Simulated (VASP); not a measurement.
Here is a VASP 6.6.1 calculation.

Contents of INCAR:

```
SYSTEM = Ti
ALGO = Normal ; EDIFF = 1E-7
ENCUT = 520 ; GGA = PS
ISIF = 2 ; ISMEAR = 0
LASPH = .TRUE. ; LCHARG = .FALSE.
LREAL = .FALSE. ; LWAVE = .FALSE.
NBANDS = 12 ; NELM = 80
PREC = Accurate ; SIGMA = 0.15
```

File KPOINTS:

```
k-points
0
G
  10 10 10
  0 0 0
```

Contents of POSCAR:

```
Ti
1.0
    0.0000000000      2.0909000000      2.0604500000
    2.0909000000      0.0000000000      2.0604500000
    2.0909000000      2.0909000000      0.0000000000
Ti
1
Direct
    0.0000000000      0.0000000000      0.0000000000
```

Potentials or basis: VASP PAW PBE potentials, release 64 (Ti_sv).

Run with:

```sh
$ cat potpaw_PBE.64/Ti_sv/POTCAR > POTCAR
$ mpirun -np 1 vasp_std > vasp.out
```

What does it give for the pressure?

-7.9 GPa.

Predict the band gap on the k mesh.

zero (band 6 reaches 8.53 eV, above the bottom of band 7 at 7.44 eV).

Stress tensor (GPa, compression positive):
```
-8.05  0.00  0.00
 0.00 -8.05  0.00
 0.00  0.00 -7.48
```

Caveat: the cell differs from its parent crystal (strain +0.030 along x and y, +0.015 along z); the PAW data sets were made with another functional, which shifts forces and pressure a little.
